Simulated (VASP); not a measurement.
# As (P6_3/mmc) in VASP: a series of runs, part 2 of 2

VASP 6.6.1.

## Step 3: Single point, PBEsol

This run uses another cell than the first one, of 12.51 Å³/atom, 1.172 times its volume.

Contents of INCAR:

```
PREC = Accurate ; ENCUT = 520
EDIFF = 1E-6 ; ISMEAR = -1
SIGMA = 0.08 ; LREAL = F
LASPH = T ; NELM = 60
ALGO = Normal ; ISIF = 2
LWAVE = F ; LCHARG = F
GGA = PS ; NBANDS = 12
```

Contents of KPOINTS:

```
regular mesh
0
Gamma
  14 14 8
```

Contents of POSCAR:

```
As
1.0
    2.6001723113      0.0000000000      0.0000000000
   -1.3000861557      2.2518152758      0.0000000000
    0.0000000000      0.0000000000      4.2743168996
As
2
Direct
    0.3333333333      0.6666666667      0.2500000000
    0.6666666667      0.3333333333      0.7500000000
```

Potentials or basis: VASP PAW PBE potentials, release 64 (As).

The run is started by

```console
$ cat potpaw_PBE.64/As/POTCAR > POTCAR
$ mpirun -np 1 vasp_std > vasp.out
```

OUTCAR:

```text
PREC = Accurate
   ENCUT = 520
   EDIFF = 1E-6
   ISMEAR = -1
   LREAL = F
   LASPH = T
   NELM = 60
   ISIF = 2
   GGA = PS

 ion  position               nearest neighbor table
   1  0.333  0.667  0.250-   2 2.61   2 2.61   2 2.61   2 2.61   2 2.61   2 2.61
   2  0.667  0.333  0.750-   1 2.61   1 2.61   1 2.61   1 2.61   1 2.61   1 2.61

  LATTYP: Found a hexagonal cell.
 ALAT       =     2.6001723113
 C/A-ratio  =     1.6438590939

  Lattice vectors:

 A1 = (   2.6001723113,   0.0000000000,   0.0000000000)
 A2 = (  -1.3000861557,   2.2518152758,   0.0000000000)
 A3 = (   0.0000000000,   0.0000000000,   4.2743168996)

Analysis of symmetry for initial positions (statically):
=====================================================================
 Subroutine PRICEL returns:
 Original cell was already a primitive cell.

 Routine SETGRP: Setting up the symmetry group for a
 hexagonal supercell.

 Subroutine GETGRP returns: Found 24 space group operations
 (whereof 12 operations were pure point group operations)
 out of a pool of 24 trial point group operations.

[... 168 lines left out ...]
 fundamental gap:      0.0147558370
 Fermi energy:        12.1737769886

 k-point     1 :       0.0000    0.0000    0.0000
  band No.  band energies     occupation
      1      -7.7176      2.00000
      2      -0.2637      2.00000
      3       1.6528      2.00000
      4      18.8901      0.00000
      5      18.8901      0.00000
      6      21.4211      0.00000
      7      21.4211      0.00000
      8      22.0400      0.00000
      9      24.8057      0.00000
     10      25.1492      0.00000
     11      27.1128      0.00000
     12      27.1128      0.00000
[... 331 lines left out ...]
 k-point    24 :       0.3571    0.2857    0.0000
  band No.  band energies     occupation
      1       0.9120      2.00000
      2       1.8032      2.00000
      3       4.3834      2.00000
      4       8.8506      2.00000
      5       9.1066      2.00000
      6       9.7785      2.00000
      7      10.9761      2.00000
      8      11.0716      2.00000
      9      15.6813      0.00000
     10      29.0951      0.00000
     11      32.1369      0.00000
     12      32.3533      0.00000

 [... further k-points ...]
[... 5 lines left out ...]
  --------------------------------------------------------------------------------------
  -------------------------------------------------------------------------------------
  Total       12.8048096     12.8048096     12.7994908     -0.0000000      0.0000000      0.0000000
  in kB      819.7512694    819.7512694    819.4107651     -0.0000000      0.0000000      0.0000000
  external PRESSURE =     819.6377679 kB  Pullay stress =       0.0000000 kB

 VOLUME and BASIS-vectors are now :
 -----------------------------------------------------------------------------
  energy-cutoff  :      520.00
  volume of cell :       25.03
      direct lattice vectors                 reciprocal lattice vectors
     2.600172311  0.000000000  0.000000000     0.384589896  0.222043080  0.000000000
    -1.300086156  2.251815276  0.000000000     0.000000000  0.444086161  0.000000000
     0.000000000  0.000000000  4.274316900     0.000000000  0.000000000  0.233955512

 POSITION                                       TOTAL-FORCE (eV/Angst)
 -----------------------------------------------------------------------------------
     -0.00000      1.50121      1.06858        -0.000000     -0.000000      0.000000
      1.30009      0.75061      3.20574         0.000000      0.000000      0.000000
 -----------------------------------------------------------------------------------
    total drift:                               -0.000000      0.000000      0.000000

  FREE ENERGIE OF THE ION-ELECTRON SYSTEM (eV)
  ---------------------------------------------------
  free  energy   TOTEN  =        -7.1962943253 eV

  energy  without entropy=       -7.1768839179  energy(sigma->0) =       -7.18658912
```

stdout:

```text
POSCAR found type information on POSCAR As
 POSCAR found :  1 types and       2 ions
 scaLAPACK will be used
 -----------------------------------------------------------------------------
|                                                                             |
|                                                                             |
|     You enforced a specific xc type in the INCAR file but a different       |
|     I HOPE YOU KNOW WHAT YOU ARE DOING!                                     |
|                                                                             |
 -----------------------------------------------------------------------------

 LDA part: xc-table for (Slater+PW92), standard interpolation
 POSCAR, INCAR and KPOINTS ok, starting setup
 FFT: planning ... GRIDC
 FFT: planning ... GRID_SOFT
 FFT: planning ... GRID
 WAVECAR not read
 entering main loop
```

Run time: 18 s. Hardware: 1 thread of Intel Xeon Platinum 8488C (Sapphire Rapids), shared host; peak memory 0.15 GiB.

What came out:

| Quantity | Value |
| --- | --- |
| Free energy | -7.1963 eV |
| Pressure | 82.0 GPa |
| Band gap on the k mesh | zero (band 5 reaches 20.37 eV, above the bottom of band 6 at 6.50 eV) |

Caveat: the PAW data sets were made with another functional, which shifts forces and pressure a little.

## Step 4: Single point, PBEsol

This run uses another cell than the first one, of 14.35 Å³/atom, 1.345 times its volume.

Contents of INCAR:

```
SYSTEM = As
PREC     = Accurate       ! precision mode
ENCUT    = 520            ! plane-wave cutoff, eV
EDIFF    = 1E-6           ! SCF threshold, eV
ISMEAR   = -1             ! smearing method
SIGMA    = 0.08           ! smearing width, eV
LREAL    = .False.        ! projectors in reciprocal space
LASPH    = .True.         ! aspherical terms in the spheres
NELM     = 80             ! most SCF steps
ALGO     = Normal         ! electronic algorithm
ISIF     = 2              ! what is computed and relaxed
LWAVE    = .False.        ! write WAVECAR
LCHARG   = .True.         ! write CHGCAR
GGA      = PS             ! functional
LELF     = .True.         ! ELF
LVHAR    = .True.       
NBANDS   = 12             ! bands
```

Contents of KPOINTS:

```
Automatic mesh
0
Gamma
  14 14 8
  0 0 0
```

Contents of POSCAR:

```
As
1.0
    2.7166058117      0.0000000000      0.0000000000
   -1.3583029058      2.3526496450      0.0000000000
    0.0000000000      0.0000000000      4.4916242244
As
2
Direct
    0.3333333333      0.6666666667      0.2500000000
    0.6666666667      0.3333333333      0.7500000000
```

The run is started by

```console
$ cat potpaw_PBE.64/As/POTCAR > POTCAR
$ mpirun -np 1 vasp_std > vasp.out
```

It took 21 s on 1 thread of Intel Xeon Platinum 8488C (Sapphire Rapids), shared host; peak memory 0.16 GiB.

It converged, with:

| Item | Value |
| --- | --- |
| Free energy | -8.5442 eV |
| Pressure | 39.6 GPa |
| Band gap on the k mesh | zero (band 5 reaches 17.12 eV, above the bottom of band 6 at 5.19 eV) |

Stress tensor (GPa, compression positive):
```
39.70  0.00  0.00
 0.00 39.70  0.00
 0.00  0.00 39.47
```

Levels at points of the mesh, in eV from the Fermi level:
```
           k point  band 1  band 2  band 3  band 4  band 5  band 6  band 7  band 8  band 9  band 10
(0.00, 0.00, 0.00)  -18.15  -11.91   -9.20    5.82    5.82    8.06    8.06    8.16   11.60    12.48
(0.50, 0.00, 0.00)  -12.18  -10.68   -5.53   -4.55   -3.65   -0.97    0.79    5.42    5.76    10.70
(0.00, 0.00, 0.50)  -16.32  -16.32   -1.24   -1.24    7.03    7.03    7.03    7.03   12.91    12.91
(0.50, 0.00, 0.50)  -10.58  -10.58   -8.34   -8.34    2.56    2.56    2.93    2.93    7.60     7.60
```

Caveat: the PAW data sets were made with another functional, which shifts forces and pressure a little.

## Step 5: Summary

```csv
cell,gap on the mesh (eV),pressure (GPa)
"a = 2.467, b = 2.467, c = 4.049 Å, angles 90.0, 90.0, 120.0°, 2 atoms",none,163.0
"a = 2.600, b = 2.600, c = 4.274 Å, angles 90.0, 90.0, 120.0°, 2 atoms",none,82.0
"a = 2.717, b = 2.717, c = 4.492 Å, angles 90.0, 90.0, 120.0°, 2 atoms",none,39.6
```

Alike in all rows: task single point; level PBEsol; potentials or basis VASP PAW PBE potentials, release 64 (As); no spin polarisation; k mesh 14 × 14 × 8; cutoff (eV) 520; smearing fermi-dirac 0.08 eV.

Caveats: the PAW data sets were made with another functional, which shifts forces and pressure a little.

Total energies depend on the potentials used, so only differences within one code and one set of settings carry meaning.
